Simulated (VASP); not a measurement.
Se: single point with r2SCAN

Se:

```
Se
1.0
     2.77627    0.00000    0.00000
     0.00000    2.77627    0.00000
     0.00000    0.00000    2.77627
Se
1
Direct
  0.00000 0.00000 0.00000
```

This isn't the form of Se at room conditions, which is trigonal, of chains.

```
Program                : VASP 6.6.1
Task                   : single point
Functional             : r2SCAN
Potentials or basis    : VASP PAW PBE potentials, release 64 (Se)
Cutoff                 : 520 eV
k mesh                 : 13 × 13 × 13
Occupations            : fermi-dirac, width 0.1 eV
Spin                   : no spin polarisation
Dipole correction      : no
Further INCAR settings : ALGO = Normal; EDIFF = 1e-06; NBANDS = 9
```

```
Pressure               : 3.5 GPa
Band gap on the k mesh : zero (bands 3 and 4 overlap by 6.85 eV)
```

Levels at points of the mesh, in eV from the Fermi level:
```csv
k point,band 1,band 2,band 3,band 4,band 5,band 6,band 7
"(0.00, 0.00, 0.00)",-17.33,1.49,1.49,1.49,8.05,8.05,8.98
```

It took 39 s on 1 thread of Intel Xeon 8259CL, with other jobs on the host, peak memory 0.15 GiB.

Caveat: the cell stands under pressure; the PAW data sets were made with another functional, which shifts forces and pressure a little.
